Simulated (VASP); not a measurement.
# Ti (P6_3/mmc) in VASP: notebook, part 2 of 3

VASP 6.6.1.

## (3) Elastic constants, PBE

INCAR reads:

```
  ALGO = Normal
  EDIFF = 1E-8
  ENCUT = 600
  GGA = PE
  IBRION = 6
  ISIF = 3
  ISMEAR = -1
  LASPH = T
  LCHARG = F
  LREAL = F
  LWAVE = F
  NELM = 60
  NFREE = 2
  NSW = 1
  POTIM = 0.015
  PREC = Accurate
  SIGMA = 0.05
```

KPOINTS reads:

```
k-points
0
Gamma
  7 7 5
```

POSCAR reads:

```
Ti
1.0
    2.9500000000      0.0000000000      0.0000000000
   -1.4750000000      2.5547749412      0.0000000000
    0.0000000000      0.0000000000      4.6800000000
Ti
2
Direct
    0.6666666667      0.3333333333      0.7500000000
    0.3333333333      0.6666666667      0.2500000000
```

Potentials or basis: VASP PAW PBE potentials, release 64 (Ti_sv).

Launch:

```
$ cat potpaw_PBE.64/Ti_sv/POTCAR > POTCAR
$ mpirun -np 1 vasp_std > vasp.out
```

OUTCAR:

```text
EDIFF = 1E-8
   ENCUT = 600
   GGA = PE
   IBRION = 6
   ISIF = 3
   ISMEAR = -1
   LASPH = T
   LREAL = F
   NELM = 60
   NFREE = 2
   NSW = 1
   POTIM = 0.015
   PREC = Accurate

 ion  position               nearest neighbor table
   1  0.667  0.333  0.750-   2 2.89   2 2.89   2 2.89   2 2.89   2 2.89   2 2.89
   2  0.333  0.667  0.250-   1 2.89   1 2.89   1 2.89   1 2.89   1 2.89   1 2.89

  LATTYP: Found a hexagonal cell.
 ALAT       =     2.9500000000
 C/A-ratio  =     1.5864406780

  Lattice vectors:

 A1 = (   2.9500000000,   0.0000000000,   0.0000000000)
 A2 = (  -1.4750000000,   2.5547749412,   0.0000000000)
 A3 = (   0.0000000000,   0.0000000000,   4.6800000000)

Analysis of symmetry for initial positions (statically):
=====================================================================
 Subroutine PRICEL returns:
 Original cell was already a primitive cell.

 Routine SETGRP: Setting up the symmetry group for a
 hexagonal supercell.

 Subroutine GETGRP returns: Found 24 space group operations
 (whereof 12 operations were pure point group operations)
 out of a pool of 24 trial point group operations.

The static configuration has the point symmetry D_3d.
 The point group associated with its full space group is D_6h.

Analysis of symmetry for dynamics (positions and initial velocities):
=====================================================================
 Subroutine PRICEL returns:
 Original cell was already a primitive cell.

 Routine SETGRP: Setting up the symmetry group for a
 hexagonal supercell.

 Subroutine GETGRP returns: Found 24 space group operations
 (whereof 12 operations were pure point group operations)
 out of a pool of 24 trial point group operations.

The dynamic configuration has the point symmetry D_3d.
 The point group associated with its full space group is D_6h.

 Subroutine INISYM returns: Found 24 space group operations
 (whereof 12 operations are pure point group operations),
 and found     1 'primitive' translations

----------------------------------------------------------------------------------------

                                     Primitive cell

  volume of cell :      35.2712

  direct lattice vectors                    reciprocal lattice vectors
     2.950000000  0.000000000  0.000000000     0.338983051  0.195711956  0.000000000
    -1.475000000  2.554774941  0.000000000     0.000000000  0.391423911  0.000000000
     0.000000000  0.000000000  4.680000000     0.000000000  0.000000000  0.213675214

  length of vectors
[... 310 lines left out ...]
--------------------------------------- Ionic step       17  -------------------------------------------

 number of electron      23.9999998 magnetization

 Free energy of the ion-electron system (eV)
  ---------------------------------------------------
  ext. energy  EPLUGINS =         0.00000000
  ---------------------------------------------------
  free energy    TOTEN  =       -15.67188704 eV

  energy without entropy =      -15.65002703  energy(sigma->0) =      -15.66095703

 E-fermi :   8.2092     XC(G=0): -11.4270

 val. band max:        8.1361706099   @ k =   0.2857   0.2857   0.4000
 cond. band min:       8.2315528282   @ k =   0.1429   0.0000   0.4000
 fundamental gap:      0.0953822182
 Fermi energy:         8.2092441832

 k-point     1 :       0.0000    0.0000    0.0000
  band No.  band energies     occupation
      1     -48.7233      2.00000
      2     -48.5955      2.00000
      3     -25.2902      2.00000
      4     -24.6803      2.00000
      5     -24.6803      2.00000
      6     -24.6190      2.00000
[... 433 lines left out ...]
      3     -25.1220      2.00000
      4     -25.1080      2.00000
      5     -24.9351      2.00000
      6     -24.8784      2.00000
[... 8 lines left out ...]
     15       9.5735      0.00000
     16      10.0694      0.00000

 [... further k-points ...]
[... 5 lines left out ...]
  --------------------------------------------------------------------------------------
  -------------------------------------------------------------------------------------
  Total       -0.3628622     -0.3628622     -0.2500254      0.0000000      0.0000000      0.0000000
  in kB      -16.4828286    -16.4828286    -11.3572753      0.0000000      0.0000000      0.0000000
  external PRESSURE =     -14.7743109 kB  Pullay stress =       0.0000000 kB
[... 17 lines left out ...]
  FREE ENERGIE OF THE ION-ELECTRON SYSTEM (eV)
  ---------------------------------------------------
  free  energy   TOTEN  =       -15.6718870380 eV

  energy  without entropy=      -15.6500270277  energy(sigma->0) =      -15.66095703

 INTERNAL STRAIN TENSORS FROM STRAINED CELLS
 ============================================

 INTERNAL STRAIN TENSOR FOR ION    1 for displacements in x,y,z  (eV/Angst):
          X           Y           Z          XY          YZ          ZX
  --------------------------------------------------------------------------------
  x     0.00000     0.00000    -0.00000     2.89110     0.00000     0.00000
  y     2.88855    -2.88281    -0.00000     0.00001     0.00028    -0.00035
  z     0.00000    -0.00000     0.00000    -0.00000    -0.00618    -0.00000

 INTERNAL STRAIN TENSORS FROM DISPLACED ATOMS
 ============================================

 INTERNAL STRAIN TENSOR FOR ION    1 for displacements in x,y,z  (eV/Angst):
          X           Y           Z          XY          YZ          ZX
  --------------------------------------------------------------------------------
  x     0.00000     0.00000     0.00000     2.91714     0.00000     0.00000
  y     2.91714    -2.91714     0.00000     0.00000     0.00000     0.00000
  z     0.00000    -0.00000     0.00000     0.00000    -0.00000     0.00000

 INTERNAL STRAIN TENSOR FOR ION    2 for displacements in x,y,z  (eV/Angst):
          X           Y           Z          XY          YZ          ZX
  --------------------------------------------------------------------------------
  x     0.00000     0.00000     0.00000    -2.91714     0.00000     0.00000
  y    -2.91714     2.91714     0.00000     0.00000     0.00000     0.00000
  z    -0.00000     0.00000     0.00000     0.00000     0.00000     0.00000

 Eigenvectors and eigenvalues of the dynamical matrix
 ----------------------------------------------------

   1 f  =    4.518700 THz    28.391829 2PiTHz  150.727607 cm-1    18.687833 meV
             X         Y         Z           dx          dy          dz
      1.475000  0.851592  3.510000     0.000000    0.000000    0.707107
     -0.000000  1.703183  1.170000     0.000000    0.000000   -0.707107
[... 11 lines left out ...]
   4 f  =    0.000000 THz     0.000000 2PiTHz    0.000000 cm-1     0.000000 meV
             X         Y         Z           dx          dy          dz
      1.475000  0.851592  3.510000     0.000000    0.000000    0.707107
     -0.000000  1.703183  1.170000     0.000000    0.000000    0.707107

   5 f/i=    0.000000 THz     0.000000 2PiTHz    0.000002 cm-1     0.000000 meV
             X         Y         Z           dx          dy          dz
      1.475000  0.851592  3.510000    -0.102363    0.699658   -0.000000
     -0.000000  1.703183  1.170000    -0.102363    0.699658    0.000000

   6 f/i=    0.000000 THz     0.000000 2PiTHz    0.000002 cm-1     0.000000 meV
             X         Y         Z           dx          dy          dz
      1.475000  0.851592  3.510000    -0.699658   -0.102363    0.000000
     -0.000000  1.703183  1.170000    -0.699658   -0.102363    0.000000

--------------------------------------------------------------------------------------------------------

 ELASTIC MODULI CONTR FROM IONIC RELAXATION (kBar)
 Direction    XX          YY          ZZ          XY          YZ          ZX
 --------------------------------------------------------------------------------
 XX        -258.8504    258.8504      0.0000      0.0000      0.0000      0.0000
 YY         258.8504   -258.8504      0.0000      0.0000     -0.0000      0.0000
 ZZ           0.0000      0.0000      0.0000      0.0000      0.0000      0.0000
 XY           0.0000      0.0000      0.0000   -258.8504      0.0000      0.0000
 YZ           0.0000     -0.0000      0.0000      0.0000     -0.0000      0.0000
 ZX           0.0000      0.0000      0.0000      0.0000      0.0000      0.0000
 --------------------------------------------------------------------------------

 TOTAL ELASTIC MODULI (kBar)
 Direction    XX          YY          ZZ          XY          YZ          ZX
 --------------------------------------------------------------------------------
 XX        1580.7449    855.3273    735.8831      0.0000      0.0000      0.0000
 YY         855.3273   1580.7449    735.8831      0.0000     -0.0000     -0.0000
 ZZ         735.8831    735.8831   1860.4606      0.0000      0.0000      0.0000
 XY          -0.0000     -0.0000      0.0000    362.7088      0.0000     -0.0000
 YZ          -0.0000     -0.0000      0.0000      0.0000    382.3464      0.0000
 ZX           0.0000     -0.0000      0.0000      0.0000      0.0000    382.3464
 --------------------------------------------------------------------------------
```

OSZICAR:

```text
N       E                     dE             d eps       ncg     rms          rms(c)
DAV:   1     0.267069533296E+03    0.26707E+03   -0.15095E+04   768   0.204E+03
DAV:   2     0.121679012560E+02   -0.25490E+03   -0.25370E+03   792   0.522E+02
[... 224 lines left out ...]
DAV:   5    -0.156718862763E+02    0.28004E-04   -0.34453E-04  1296   0.260E-01    0.438E-03
DAV:   6    -0.156718871708E+02   -0.89450E-06   -0.17697E-05  1248   0.507E-02    0.271E-03
DAV:   7    -0.156718870844E+02    0.86411E-07   -0.12959E-06  1360   0.154E-02    0.101E-03
DAV:   8    -0.156718870263E+02    0.58054E-07   -0.56964E-07  1312   0.107E-02    0.286E-04
DAV:   9    -0.156718870382E+02   -0.11894E-07   -0.64006E-08  1184   0.344E-03    0.124E-04
DAV:  10    -0.156718870380E+02    0.16280E-09   -0.40478E-09   616   0.118E-03
  17 F= -.15671887E+02 E0= -.15660957E+02  d E =-.218600E-01
```

Run time: 7.6 min. Hardware: 1 thread of Intel Xeon 6975P-C, shared host; peak memory 0.22 GiB.

Results:

```
Voigt bulk modulus            : 108 GPa
Highest phonon frequency at Γ : 151 cm⁻¹
```

Phonon frequencies in cm⁻¹ (negative: imaginary):
```csv
q point,frequencies
"(0.000, 0.000, 0.000)",0 0 0 130 130 151
```

Elastic tensor in Voigt notation (GPa, in the Cartesian axes of the cell as first typed):
```
158  86  74   0   0   0
 86 158  74   0   0   0
 74  74 186   0   0   0
  0   0   0  38   0   0
  0   0   0   0  38   0
  0   0   0   0   0  36
```

Clamped-ion elastic tensor (GPa):
```
184  60  74   0   0   0
 60 184  74   0   0   0
 74  74 186   0   0   0
  0   0   0  38   0   0
  0   0   0   0  38   0
  0   0   0   0   0  62
```

Caveat: the cell is under stress, which shifts elastic constants.

(Continued in part 3 of 3.)
